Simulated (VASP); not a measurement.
Crystal: KF.

```
CELL_PARAMETERS angstrom
0.00000 2.67066 2.65896
2.67066 0.00000 2.65896
2.67066 2.67066 0.00000
ATOMIC_POSITIONS crystal
K 0.00000 0.00000 0.00000
F 0.50000 0.50000 0.50000
```

This cell differs from its parent crystal: biaxial xy strain +0.4%.

Base run:

* Program: VASP 6.6.1
* Functional: r2SCAN
* Potentials or basis: VASP PAW PBE potentials, release 64 (K_sv, F)
* Cutoff: 660 eV
* k mesh: 8 × 8 × 8
* Occupations: gaussian, width 0.01 eV
* Spin: no spin polarisation

Its results: band gap on the k mesh 6.86 eV, direct; pressure -0.4 GPa.

Question: The run is repeated on the same cell with these changes: functional from r2SCAN to PBE; cutoff from 660 eV to 600 eV; occupations from gaussian, width 0.01 eV to fermi-dirac, width 0.02 eV. What comes out?

Answer: Band gap on the k mesh 6.19 eV, direct; pressure 1.6 GPa.

Caveats: the PAW data sets were made with another functional, which shifts forces and pressure a little (some runs).

A k mesh can miss the band edges.
